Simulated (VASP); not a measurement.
# K (I4_1/amd) in VASP: notebook, part 2 of 2

VASP 6.6.1. Earlier steps stand in the parts before.

## Step 4: Relaxation of shape and atoms at fixed volume, PBE

This run uses another cell than the first one, of 30.71 Å³/atom.

File INCAR:

```
ALGO = Normal ; EDIFF = 1E-7
EDIFFG = -0.005 ; ENCUT = 600
GGA = PE ; IBRION = 2
ISIF = 4 ; ISMEAR = -1
LASPH = True ; LCHARG = False
LREAL = False ; LWAVE = False
NELM = 100 ; NSW = 50
PREC = Accurate ; SIGMA = 0.05
```

File KPOINTS:

```
k-points
0
Gamma
  10 10 10
```

File POSCAR:

```
K
1.0
   -3.0519075436      3.0519075436      1.6484132267
    3.0519075436     -3.0519075436      1.6484132267
    3.0519075436      3.0519075436     -1.6484132267
K
2
Direct
   -0.3750000000     -0.1250000000     -0.2500000000
    0.3750000000      0.1250000000      0.2500000000
```

Launch:

```
> cat potpaw_PBE.64/K_sv/POTCAR > POTCAR
> mpirun -np 1 vasp_std > vasp.out
```

Run time: 7.2 min. Hardware: 1 thread of Intel Xeon 8259CL, shared host; peak memory 0.29 GiB.

The run converged. Its results:

| Quantity | Value |
| --- | --- |
| Free energy | 0.1576 eV |
| Energy gained by relaxing | 0.7 meV/atom |
| Ionic steps | 4 |
| Pressure after relaxing | 14.7 GPa |
| Band gap on the k mesh | zero (bands 9 and 10 overlap by 1.84 eV) |

The path:
```tsv
step	energy change (eV)	largest force (eV/Å)	pressure (GPa)	volume (Å³)
1	0.0000	0.0000	14.75	61.41
2	-0.0006	0.0000	14.74	61.41
3	-0.0014	0.0000	14.71	61.41
4	-0.0014	0.0000	14.71	61.41
```

Final structure:
```
K
1.0
    -3.07184    3.07184    1.62709
     3.07184   -3.07184    1.62709
     3.07184    3.07184   -1.62709
K
2
Direct
  0.62500 0.87500 0.75000
  0.37500 0.12500 0.25000
```

Levels at points of the mesh, in eV from the Fermi level:
```tsv
k point	band 7	band 8	band 9	band 10	band 11	band 12
(0.00, 0.00, 0.00)	-15.52	-15.52	-3.33	-0.38	2.44	2.77
(0.50, 0.00, 0.00)	-15.77	-15.46	0.06	0.35	1.10	3.17
(0.50, 0.50, 0.00)	-15.51	-15.51	-1.05	-1.05	2.54	2.54
(0.50, 0.50, 0.50)	-15.40	-15.40	0.25	0.25	1.03	1.03
```

## Step 5: Relaxation of shape and atoms at fixed volume, PBE

This run uses another cell than the first one, of 34.55 Å³/atom.

File INCAR:

```
SYSTEM = K
PREC     = Accurate       ! precision mode
ENCUT    = 600            ! plane-wave cutoff, eV
EDIFF    = 1E-7           ! SCF threshold, eV
ISMEAR   = -1             ! smearing method
SIGMA    = 0.05           ! smearing width, eV
LREAL    = .FALSE.        ! projectors in reciprocal space
LASPH    = .TRUE.         ! aspherical terms in the spheres
NELM     = 100            ! most SCF steps
ALGO     = Normal         ! electronic algorithm
ISIF     = 4              ! what is computed and relaxed
LWAVE    = .FALSE.        ! write WAVECAR
LCHARG   = .FALSE.        ! write CHGCAR
GGA      = PE             ! functional
IBRION   = 2              ! ionic algorithm
NSW      = 50             ! ionic steps
EDIFFG   = -0.005         ! ionic threshold
```

File KPOINTS:

```
Automatic mesh
0
G
  10 10 10
  0 0 0
```

File POSCAR:

```
K
1.0
   -3.1741117555      3.1741117555      1.7144188433
    3.1741117555     -3.1741117555      1.7144188433
    3.1741117555      3.1741117555     -1.7144188433
K
2
Direct
   -0.3750000000     -0.1250000000     -0.2500000000
    0.3750000000      0.1250000000      0.2500000000
```

Potentials or basis: VASP PAW PBE potentials, release 64 (K_sv).

Launch:

```
> cat potpaw_PBE.64/K_sv/POTCAR > POTCAR
> mpirun -np 1 vasp_std > vasp.out
```

OUTCAR:

```text
SYSTEM = K
   PREC = Accurate
   ENCUT = 600
   EDIFF = 1E-7
   ISMEAR = -1
   LREAL = .FALSE.
   LASPH = .TRUE.
   NELM = 100
   ISIF = 4
   GGA = PE
   IBRION = 2
   NSW = 50
   EDIFFG = -0.005

 ion  position               nearest neighbor table
   1  0.625  0.875  0.750-   2 3.29   2 3.29   2 3.29   2 3.29
   2  0.375  0.125  0.250-   1 3.29   1 3.29   1 3.29   1 3.29

  LATTYP: Found a body centered tetragonal cell.
 ALAT       =     6.3482235110
 C/A-ratio  =     0.5401255455

  Lattice vectors:

 A1 = (  -3.1741117555,   3.1741117555,   1.7144188433)
 A2 = (   3.1741117555,  -3.1741117555,   1.7144188433)
 A3 = (   3.1741117555,   3.1741117555,  -1.7144188433)

Analysis of symmetry for initial positions (statically):
=====================================================================
 Subroutine PRICEL returns:
 Original cell was already a primitive cell.

 Routine SETGRP: Setting up the symmetry group for a
 body centered tetragonal supercell.

 Subroutine GETGRP returns: Found 16 space group operations
 (whereof  4 operations were pure point group operations)
 out of a pool of 16 trial point group operations.

The static configuration has the point symmetry C_2h.
 The point group associated with its full space group is D_4h.

Analysis of symmetry for dynamics (positions and initial velocities):
=====================================================================
 Subroutine PRICEL returns:
 Original cell was already a primitive cell.

 Routine SETGRP: Setting up the symmetry group for a
 body centered tetragonal supercell.

 Subroutine GETGRP returns: Found 16 space group operations
 (whereof  4 operations were pure point group operations)
 out of a pool of 16 trial point group operations.

The dynamic configuration has the point symmetry C_2h.
 The point group associated with its full space group is D_4h.

 Subroutine INISYM returns: Found 16 space group operations
 (whereof  4 operations are pure point group operations),
 and found     1 'primitive' translations

----------------------------------------------------------------------------------------

                                     Primitive cell

  volume of cell :      69.0910

  direct lattice vectors                    reciprocal lattice vectors
    -3.174111755  3.174111755  1.714418843     0.000000000  0.157524384  0.291644018
     3.174111755 -3.174111755  1.714418843     0.157524384  0.000000000  0.291644018
     3.174111755  3.174111755 -1.714418843     0.157524384  0.157524384  0.000000000

  length of vectors
     4.805122563  4.805122563  4.805122563     0.331466687  0.331466687  0.222773121

  position of ions in fractional coordinates (direct lattice)
     0.625000000  0.875000000  0.750000000
     0.375000000  0.125000000  0.250000000

  ion indices of the primitive-cell ions
   primitive index   ion index
                 1           1
                 2           2

----------------------------------------------------------------------------------------

 KPOINTS: Automatic mesh

Automatic generation of k-mesh.
 Grid dimensions read from file:
 generate k-points for:   10   10   10

 Generating k-lattice:
[... 54 lines left out ...]
   ISTART =      0    job   : 0-new  1-cont  2-samecut
   ICHARG =      2    charge: 1-file 2-atom 10-const
   ISPIN  =      1    spin polarized calculation?
   LNONCOLLINEAR =      F non collinear calculations
   LSORBIT =      F    spin-orbit coupling
   LASPH  =      T    aspherical Exc in radial PAW
   ENCUT  =  600.0 eV  44.10 Ry    6.64 a.u.   9.60  9.60  9.60*2*pi/ulx,y,z
   NELM   =    100;   NELMIN=  2; NELMDL= -5     # of ELM steps
   EDIFF  = 0.1E-06   stopping-criterion for ELM
   LREAL  =      F    real-space projection
   EDIFFG = -.5E-02   stopping-criterion for IOM
   NSW    =     50    number of steps for IOM
   IBRION =      2    ionic relax: 0-MD 1-quasi-New 2-CG
   NFREE  =      1    steps in history (QN), initial steepest desc. (CG)
   ISIF   =      4    stress and relaxation
   ISYM   =      2    0-nonsym 1-usesym 2-fastsym
   POTIM  = 0.5000    time-step for ionic-motion
   TEBEG  =    0.0;   TEEND  =   0.0 temperature during run
   PSTRESS=    0.0 pullay stress
   NELECT =      18.0000    total number of electrons
   NUPDOWN=      -1.0000    fix difference up-down
   EMIN   =  10.00;   EMAX   =-10.00  energy-range for DOS
   EFERMI =   0.00;   METHOD = LEGACY
   ISMEAR =    -1;   SIGMA  =   0.05  broadening in eV -4-tet -1-fermi 0-gaus
   EFERMI_NEDOS =   21; number of points for ismear=-14 and -15
   IALGO  =     38    algorithm
   IMIX   =      4    mixing-type and parameters
     AMIX     =   0.40;   BMIX     =  1.00
     AMIX_MAG =   1.60;   BMIX_MAG =  1.00
  volume/ion in A,a.u.               =      34.55       233.12
  Fermi-wavevector in a.u.,A,eV,Ry     =   1.045583  1.975866 14.874488  1.093244
  Thomas-Fermi vector in A             =   2.180385
   LORBIT       =      0    0 simple, 1 ext, 2 COOP (PROOUT), +10 PAW based schemes
   GGA     = PE    functional components
   LHFCALC =     F    Hartree Fock is set to
   AEXX    =    0.0000 exact exchange contribution
   IVDW    =     0    specifies the selected vdW correction
   LEPSILON=     F    determine dielectric tensor
   LRPA    =     F    only Hartree local field effects (RPA)
 conjugate gradient relaxation of ions
 non-spin polarized calculation
  energy-cutoff  :      600.00
  volume of cell :       69.09
 maximum number of plane-waves:      2343
 NGX is ok and might be reduce to    40
   NGX = 19   NGY = 19   NGZ = 19

--------------------------------------- Ionic step        1  -------------------------------------------

 number of electron      17.9999999 magnetization

 Free energy of the ion-electron system (eV)
  ---------------------------------------------------
  ext. energy  EPLUGINS =         0.00000000
  ---------------------------------------------------
  free energy    TOTEN  =        -0.44794691 eV

  energy without entropy =       -0.43165452  energy(sigma->0) =       -0.43980071

------------------------ aborting loop because EDIFF is reached ----------------------------------------

  FORCE on cell =-STRESS in cart. coord.  units (eV):
  Direction    XX          YY          ZZ          XY          YZ          ZX
  --------------------------------------------------------------------------------------
  -------------------------------------------------------------------------------------
  Total        4.6668402      4.6668402      4.6394423     -0.0000000      0.0000000      0.0000000
  in kB      108.2211542    108.2211542    107.5858132     -0.0000000      0.0000000      0.0000000
  external PRESSURE =     108.0093739 kB  Pullay stress =       0.0000000 kB
[... 59 lines left out ...]
--------------------------------------- Ionic step        3  -------------------------------------------

 number of electron      17.9999999 magnetization

 Free energy of the ion-electron system (eV)
  ---------------------------------------------------
  ext. energy  EPLUGINS =         0.00000000
  ---------------------------------------------------
  free energy    TOTEN  =        -0.44797196 eV

  energy without entropy =       -0.43171622  energy(sigma->0) =       -0.43984409

 E-fermi :   2.4456     XC(G=0):  -7.8740

 val. band max:        2.4327058530   @ k =  -0.4000   0.5000   0.4000
 cond. band min:       2.4504249439   @ k =   0.4000   0.2000   0.0000
 fundamental gap:      0.0177190909
 Fermi energy:         2.4455908667

 k-point     1 :       0.0000    0.0000    0.0000
  band No.  band energies     occupation
      1     -30.0370      2.00000
      2     -29.8267      2.00000
      3     -13.8097      2.00000
      4     -13.8097      2.00000
      5     -13.1506      2.00000
      6     -13.1445      2.00000
      7     -13.1084      2.00000
      8     -13.1084      2.00000
      9      -0.8324      2.00000
     10       2.3828      1.55679
     11       4.8904      0.00000
     12       5.3502      0.00000
     13       6.0844      0.00000
[... 354 lines left out ...]
  band No.  band energies     occupation
      1     -29.9078      2.00000
      2     -29.8684      2.00000
      3     -13.7820      2.00000
      4     -13.6289      2.00000
      5     -13.6055      2.00000
      6     -13.4377      2.00000
      7     -13.2596      2.00000
      8     -13.1655      2.00000
      9       2.0716      1.99887
     10       2.4856      0.62023
     11       4.1918      0.00000
     12       4.7850      0.00000
     13       6.2007      0.00000

 [... further k-points ...]

------------------------ aborting loop because EDIFF is reached ----------------------------------------

  FORCE on cell =-STRESS in cart. coord.  units (eV):
  Direction    XX          YY          ZZ          XY          YZ          ZX
  --------------------------------------------------------------------------------------
  -------------------------------------------------------------------------------------
  Total        4.6554853      4.6554853      4.6554815      0.0000000     -0.0000000     -0.0000000
  in kB      107.9578416    107.9578416    107.9577539      0.0000000     -0.0000000     -0.0000000
  external PRESSURE =     107.9578123 kB  Pullay stress =       0.0000000 kB
[... 17 lines left out ...]
  FREE ENERGIE OF THE ION-ELECTRON SYSTEM (eV)
  ---------------------------------------------------
  free  energy   TOTEN  =        -0.4479719626 eV

  energy  without entropy=       -0.4317162178  energy(sigma->0) =       -0.43984409

 reached required accuracy - stopping structural energy minimisation
```

Run time: 4.7 min. Hardware: 1 thread of Intel Xeon 8259CL, shared host; peak memory 0.3 GiB.

What came out:

| Property | Result |
| --- | --- |
| Free energy | -0.4480 eV |
| Energy gained by relaxing | 0.0 meV/atom |
| Ionic steps | 3 |
| Pressure after relaxing | 10.8 GPa |
| Band gap on the k mesh | zero (bands 9 and 10 overlap by 1.81 eV) |

Final structure:
```
CELL_PARAMETERS angstrom
-3.17691 3.17691 1.71140
3.17691 -3.17691 1.71140
3.17691 3.17691 -1.71140
ATOMIC_POSITIONS crystal
K 0.62500 0.87500 0.75000
K 0.37500 0.12500 0.25000
```

## Step 6: Summary

| task | cell | cutoff (eV) | gap on the mesh (eV) | pressure (GPa) |
| --- | --- | --- | --- | --- |
| single point | a = 6.164 Å, angles 97.3, 97.3, 138.2°, 2 atoms | 520 | none | 0.2 |
| single point | a = 6.270 Å, angles 97.3, 97.3, 138.2°, 2 atoms | 520 | none | 0.0 |
| relaxation of shape and atoms at fixed volume | relaxed from a = 4.620 Å, angles 97.3, 97.3, 138.2°, 2 atoms | 600 | none | 14.7 |
| relaxation of shape and atoms at fixed volume | relaxed from a = 4.805 Å, angles 97.3, 97.3, 138.2°, 2 atoms | 600 | none | 10.8 |

Alike in all rows: level PBE; potentials or basis VASP PAW PBE potentials, release 64 (K_sv); no spin polarisation; k mesh 10 × 10 × 10; smearing fermi-dirac 0.05 eV.

Absolute energies hang on the potentials; compare differences alone.
